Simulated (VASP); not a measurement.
# InP (F-43m) in VASP: G0W0 quasiparticle levels with PBE

Aim: the G0W0 quasiparticle levels of InP with PBE.

All numbers are computed with VASP 6.6.1; they aren't measurements. Logs are shortened: lines on timing, memory, paths and dates and some standing lists are left out, and cuts for length are marked.

## Step 1: The cell of the first run

Symmetry: F-43m, No. 216, cubic system. Conventional cell: a = 5.908 Å, b = 5.908 Å, c = 5.908 Å, α = 90.00°, β = 90.00°, γ = 90.00°. Within 3.4 Å of In (site symmetry -43m) lie 4 P at 2.56 Å. P (site symmetry -43m) has 4 In at 2.56 Å within 3.4 Å.

## Step 2: G0W0 quasiparticle levels, PBE

Input file POSCAR:

```
InP
1.0
    0.0000000000      2.9537876348      2.9537876348
    2.9537876348      0.0000000000      2.9537876348
    2.9537876348      2.9537876348      0.0000000000
In P
1 1
Direct
    0.0000000000      0.0000000000      0.0000000000
    0.2500000000      0.2500000000      0.2500000000
```

Input file INCAR.step1:

```
  ALGO = Normal
  EDIFF = 1E-8
  ENCUT = 500
  GGA = PE
  ISMEAR = 0
  LASPH = True
  LCHARG = False
  LREAL = False
  LWAVE = True
  NELM = 100
  PREC = Accurate
  SIGMA = 0.01
```

Input file INCAR.step2:

```
  ALGO = Exact
  EDIFF = 1E-8
  ENCUT = 500
  GGA = PE
  ISMEAR = 0
  ISTART = 1
  LASPH = True
  LCHARG = False
  LOPTICS = True
  LREAL = False
  LWAVE = True
  NBANDS = 224
  NELM = 1
  PREC = Accurate
  SIGMA = 0.01
```

Input file INCAR.step3:

```
  ALGO = EVGW0
  EDIFF = 1E-8
  ENCUT = 500
  ENCUTGW = 150.0
  GGA = PE
  ISMEAR = 0
  ISTART = 1
  LASPH = True
  LCHARG = False
  LREAL = False
  LWAVE = False
  NBANDS = 224
  NBANDSGW = 17
  NELMGW = 1
  NOMEGA = 96
  OMEGAMAX = 20
  PREC = Accurate
  PRECFOCK = Fast
  SIGMA = 0.01
```

Input file KPOINTS:

```
k-points
0
Gamma
  4 4 4
```

Potentials or basis: VASP PAW PBE potentials, release 64 (In_d_GW, P_GW).

Command:

```
$ cat potpaw_PBE.64/In_d_GW/POTCAR potpaw_PBE.64/P_GW/POTCAR > POTCAR
$ cp INCAR.step1 INCAR
$ mpirun -np 1 vasp_std > vasp.out
$ cp INCAR.step2 INCAR
$ mpirun -np 1 vasp_std > vasp.out
$ cp INCAR.step3 INCAR
$ mpirun -np 1 vasp_std > vasp.out
```

OUTCAR:

```text
EDIFF = 1E-8
   ENCUT = 500
   ENCUTGW = 150.0
   GGA = PE
   ISMEAR = 0
   ISTART = 1
   LASPH = True
   LREAL = False
   NELMGW = 1
   PREC = Accurate
   PRECFOCK = Fast

 ion  position               nearest neighbor table
   1  0.000  0.000  0.000-   2 2.56   2 2.56   2 2.56   2 2.56
   2  0.250  0.250  0.250-   1 2.56   1 2.56   1 2.56   1 2.56

  LATTYP: Found a face centered cubic cell.
 ALAT       =     5.9075752696

  Lattice vectors:

 A1 = (   0.0000000000,   2.9537876348,   2.9537876348)
 A2 = (   2.9537876348,   0.0000000000,   2.9537876348)
 A3 = (   2.9537876348,   2.9537876348,   0.0000000000)

Analysis of symmetry for initial positions (statically):
=====================================================================
 Subroutine PRICEL returns:
 Original cell was already a primitive cell.

 Routine SETGRP: Setting up the symmetry group for a
 face centered cubic supercell.

 Subroutine GETGRP returns: Found 24 space group operations
 (whereof 24 operations were pure point group operations)
 out of a pool of 48 trial point group operations.

The static configuration has the point symmetry T_d .

Analysis of symmetry for dynamics (positions and initial velocities):
=====================================================================
 Subroutine PRICEL returns:
 Original cell was already a primitive cell.

 Routine SETGRP: Setting up the symmetry group for a
 face centered cubic supercell.

 Subroutine GETGRP returns: Found 24 space group operations
 (whereof 24 operations were pure point group operations)
 out of a pool of 48 trial point group operations.

The dynamic configuration has the point symmetry T_d .

 Subroutine INISYM returns: Found 24 space group operations
 (whereof 24 operations are pure point group operations),
 and found     1 'primitive' translations

----------------------------------------------------------------------------------------

                                     Primitive cell

  volume of cell :      51.5428

  direct lattice vectors                    reciprocal lattice vectors
     0.000000000  2.953787635  2.953787635    -0.169274187  0.169274187  0.169274187
     2.953787635  0.000000000  2.953787635     0.169274187 -0.169274187  0.169274187
     2.953787635  2.953787635  0.000000000     0.169274187  0.169274187 -0.169274187

  length of vectors
     4.177286534  4.177286534  4.177286534     0.293191492  0.293191492  0.293191492

  position of ions in fractional coordinates (direct lattice)
     0.000000000  0.000000000  0.000000000
     0.250000000  0.250000000  0.250000000

  ion indices of the primitive-cell ions
   primitive index   ion index
                 1           1
                 2           2

----------------------------------------------------------------------------------------

 KPOINTS: k-points

Automatic generation of k-mesh.
 Grid dimensions read from file:
 generate k-points for:    4    4    4

 Generating k-lattice:

  Cartesian coordinates                     Fractional coordinates (reciprocal lattice)
    -0.042318547  0.042318547  0.042318547     0.250000000  0.000000000  0.000000000
     0.042318547 -0.042318547  0.042318547     0.000000000  0.250000000  0.000000000
     0.042318547  0.042318547 -0.042318547     0.000000000  0.000000000  0.250000000

  Length of vectors
     0.073297873  0.073297873  0.073297873

  Shift w.r.t. Gamma in fractional coordinates (k-lattice)
     0.000000000  0.000000000  0.000000000

 Subroutine IBZKPT returns following result:
 ===========================================

 Found      8 irreducible k-points:

 Following reciprocal coordinates:
            Coordinates               Weight
  0.000000  0.000000  0.000000      1.000000
  0.250000  0.000000  0.000000      8.000000
  0.500000  0.000000  0.000000      4.000000
  0.250000  0.250000  0.000000      6.000000
  0.500000  0.250000  0.000000     24.000000
 -0.250000  0.250000  0.000000     12.000000
  0.500000  0.500000  0.000000      3.000000
 -0.250000  0.500000  0.250000      6.000000
   k-points           NKPTS =      8   k-points in BZ     NKDIM =     64   number of bands    NBANDS=    224
   number of dos      NEDOS =    301   number of ions     NIONS =      2
   total plane-waves  NPLWV =  27000
   dimension x,y,z NGX =    30 NGY =   30 NGZ =   30
   dimension x,y,z NGXF=    60 NGYF=   60 NGZF=   60
   ions per type =               1   1
   NGX,Y,Z   is equivalent  to a cutoff of  11.94, 11.94, 11.94 a.u.
   NGXF,Y,Z  is equivalent  to a cutoff of  23.88, 23.88, 23.88 a.u.
 SYSTEM =  unknown system
   PREC   = accura    normal or accurate (medium, high low for compatibility)
   ISTART =      1    job   : 0-new  1-cont  2-samecut
   ICHARG =      0    charge: 1-file 2-atom 10-const
   ISPIN  =      1    spin polarized calculation?
   LNONCOLLINEAR =      F non collinear calculations
   LSORBIT =      F    spin-orbit coupling
   LASPH  =      T    aspherical Exc in radial PAW
   ENCUT  =  500.0 eV  36.75 Ry    6.06 a.u.   7.62  7.62  7.62*2*pi/ulx,y,z
   NELM   =     60;   NELMIN=  2; NELMDL=  0     # of ELM steps
   EDIFF  = 0.1E-07   stopping-criterion for ELM
   LREAL  =      F    real-space projection
   EDIFFG = 0.1E-06   stopping-criterion for IOM
   NSW    =      0    number of steps for IOM
   IBRION =     -1    ionic relax: 0-MD 1-quasi-New 2-CG
   NFREE  =      0    steps in history (QN), initial steepest desc. (CG)
   ISIF   =      0    stress and relaxation
   ISYM   =      3    0-nonsym 1-usesym 2-fastsym
   POTIM  = 0.5000    time-step for ionic-motion
   TEBEG  =    0.0;   TEEND  =   0.0 temperature during run
   PSTRESS=    0.0 pullay stress
   NELECT =      18.0000    total number of electrons
   NUPDOWN=      -1.0000    fix difference up-down
   EMIN   =  10.00;   EMAX   =-10.00  energy-range for DOS
   EFERMI =   0.00;   METHOD = LEGACY
   ISMEAR =     0;   SIGMA  =   0.01  broadening in eV -4-tet -1-fermi 0-gaus
   EFERMI_NEDOS =   21; number of points for ismear=-14 and -15
   IALGO  =     38    algorithm
   IMIX   =      4    mixing-type and parameters
     AMIX     =   0.40;   BMIX     =  1.00
     AMIX_MAG =   1.60;   BMIX_MAG =  1.00
  volume/ion in A,a.u.               =      25.77       173.91
  Fermi-wavevector in a.u.,A,eV,Ry     =   1.152860  2.178589 18.083301  1.329085
  Thomas-Fermi vector in A             =   2.289508
   LORBIT       =      0    0 simple, 1 ext, 2 COOP (PROOUT), +10 PAW based schemes
   GGA     = PE    functional components
   LHFCALC =     T    Hartree Fock is set to
   PRECFOCK=fast      Normal, Fast or Accurate (Low or Medium for compatibility)
   ENCUT4O =  -1.0   cutoff for four orbital integrals eV
   NKREDX  =     1    reduce k-point grid by
   NKREDY  =     1    reduce k-point grid by
   NKREDZ  =     1    reduce k-point grid by
   AEXX    =    1.0000 exact exchange contribution
   HFSCREEN=    0.0000 screening length (either q_TF or 0.3 A-1)
   HFSCREENC=   0.0000 screening length for correlation (either q_TF or 0.3 A-1)
   ENCUTFOCK=  -1.0 apply spherical cutoff to Coloumb kernel
   IVDW    =     0    specifies the selected vdW correction
   LEPSILON=     F    determine dielectric tensor
   LRPA    =     F    only Hartree local field effects (RPA)
   LRPAFORCE           =     F    calculate RPA forces
   ENCUTGW             = 150.0    cutoff for response function in eV
   ENCUTGWSOFT         = 120.0    soft cutoff for Coulomb kernel in GW response function in eV
   ENCUTLF             =  -1.0    cutoff for local field effects
   NELMGW              =     1    number of iterations in solving QP/BSE equation
   NELMHF              =     1    number of iterations in the inner HF iteration
   NKREDLFX            =     1    NKREDLFY  =   1   NKREDLFZ  =   1
 non-spin polarized calculation
 Gauss-broadening in eV      SIGMA  =   0.01
  energy-cutoff  :      500.00
  volume of cell :       51.54
 maximum number of plane-waves:      1363
  NGX = 18; NGY = 18; NGZ = 18
   NGX = 15   NGY = 15   NGZ = 15
 maximum number of plane-waves:       228
 NGX is ok and might be reduce to    18

 QP shifts <psi_nk| G(iteration)W_0 |psi_nk>: iteration 1
 for sc-GW calculations column KS-energies equals QP-energies in previous step
 and V_xc(KS)=  KS-energies - (<T + V_ion + V_H > + <T+V_H+V_ion>^1  + <V_x>^1)

 k-point   1 :       0.0000    0.0000    0.0000
  band No.  KS-energies  QP-energies   sigma(KS)   V_xc(KS)     V^pw_x(r,r')   Z            occupation Imag(sigma)

      1     -10.4728     -12.5369     -19.5869     -16.6011     -25.3349       0.6913       2.0000       0.1984
      2     -10.4728     -12.5369     -19.5869     -16.6011     -25.3349       0.6913       2.0000       0.1984
      3     -10.4728     -12.5369     -19.5869     -16.6011     -25.3349       0.6913       2.0000       0.1984
      4     -10.3349     -12.4349     -19.7117     -16.6838     -25.3547       0.6936       2.0000       0.1286
      5     -10.3349     -12.4349     -19.7117     -16.6838     -25.3547       0.6936       2.0000       0.1286
      6      -7.6314      -8.0075     -11.8994     -11.2685     -18.1937       0.5962       2.0000       0.8379
[... 9 lines left out ...]
     16      13.0875      13.1780      -9.9971     -10.1221      -4.5205       0.7240       0.0000      -0.2497
     17      14.8452      14.5695      -7.8762      -7.5024      -2.2235       0.7376       0.0000      -0.4287

 k-point   2 :       0.2500    0.0000    0.0000
  band No.  KS-energies  QP-energies   sigma(KS)   V_xc(KS)     V^pw_x(r,r')   Z            occupation Imag(sigma)

      1     -10.5272     -12.5203     -19.3809     -16.4754     -25.2042       0.6860       2.0000       0.2174
      2     -10.4515     -12.5263     -19.6160     -16.6242     -25.3548       0.6935       2.0000       0.1955
      3     -10.4515     -12.5263     -19.6160     -16.6242     -25.3548       0.6935       2.0000       0.1955
      4     -10.3324     -12.4326     -19.7123     -16.6866     -25.3601       0.6941       2.0000       0.1302
      5     -10.3324     -12.4326     -19.7123     -16.6866     -25.3601       0.6941       2.0000       0.1302
      6      -6.9810      -7.4183     -12.2479     -11.5588     -18.2581       0.6345       2.0000       0.8233
[... 9 lines left out ...]
     16      12.8040      12.4940      -7.6978      -7.2772      -2.2952       0.7369       0.0000      -0.2760
     17      15.9381      15.7642      -8.8770      -8.6392      -2.8655       0.7314       0.0000      -0.5103

 k-point   3 :       0.5000    0.0000    0.0000
  band No.  KS-energies  QP-energies   sigma(KS)   V_xc(KS)     V^pw_x(r,r')   Z            occupation Imag(sigma)
[... 85 lines left out ...]
      1     -10.6396     -12.5554     -19.1531     -16.3333     -25.0682       0.6794       2.0000       0.2444
      2     -10.3808     -12.4619     -19.6097     -16.5993     -25.2702       0.6913       2.0000       0.1391
      3     -10.3772     -12.4686     -19.7253     -16.7177     -25.4422       0.6954       2.0000       0.1836
      4     -10.3772     -12.4686     -19.7253     -16.7177     -25.4422       0.6954       2.0000       0.1836
      5     -10.3027     -12.4055     -19.7451     -16.7218     -25.3987       0.6955       2.0000       0.1292
      6      -5.3510      -5.7919     -13.0400     -12.3751     -18.5253       0.6632       2.0000       0.6650
[... 9 lines left out ...]
     16      15.4040      15.4417     -10.2701     -10.3218      -4.2425       0.7294       0.0000      -0.4753
     17      15.4040      15.4417     -10.2701     -10.3218      -4.2425       0.7294       0.0000      -0.4753

 k-point   8 :      -0.2500    0.5000    0.2500
  band No.  KS-energies  QP-energies   sigma(KS)   V_xc(KS)     V^pw_x(r,r')   Z            occupation Imag(sigma)

      1     -10.6082     -12.5172     -19.1735     -16.3622     -25.0979       0.6790       2.0000       0.2470
      2     -10.4181     -12.4963     -19.6637     -16.6596     -25.3817       0.6918       2.0000       0.1793
      3     -10.3849     -12.4710     -19.6845     -16.6827     -25.4009       0.6949       2.0000       0.1822
      4     -10.3530     -12.4406     -19.6864     -16.6667     -25.3449       0.6913       2.0000       0.1347
      5     -10.3209     -12.4190     -19.7167     -16.6948     -25.3703       0.6943       2.0000       0.1310
      6      -5.2798      -5.7285     -13.1794     -12.5084     -18.6516       0.6686       2.0000       0.6577
[... 9 lines left out ...]
     16      15.6124      15.7345     -10.3233     -10.4936      -3.9845       0.7172       0.0000      -0.5113
     17      15.6237      15.5055      -9.4467      -9.2845      -3.3780       0.7290       0.0000      -0.5110
```

Wall time 8.6 min (1 thread of Intel Xeon Platinum 8488C (Sapphire Rapids), shared host); peak memory 0.66 GiB.

What came out:

```
Quasiparticle gap                                   : 1.08 eV
Least direct quasiparticle gap                      : 1.08 eV
Band gap of the starting levels on the mesh         : 0.57 eV
Least direct gap of the starting levels on the mesh : 0.57 eV
```

Caveat: the k points lie up to 0.46 Å⁻¹ apart; bands, screening cutoff and mesh are small and nothing is extrapolated, so the quasiparticle values aren't converged; spin-orbit coupling is left out, which moves the levels of the heavy elements.
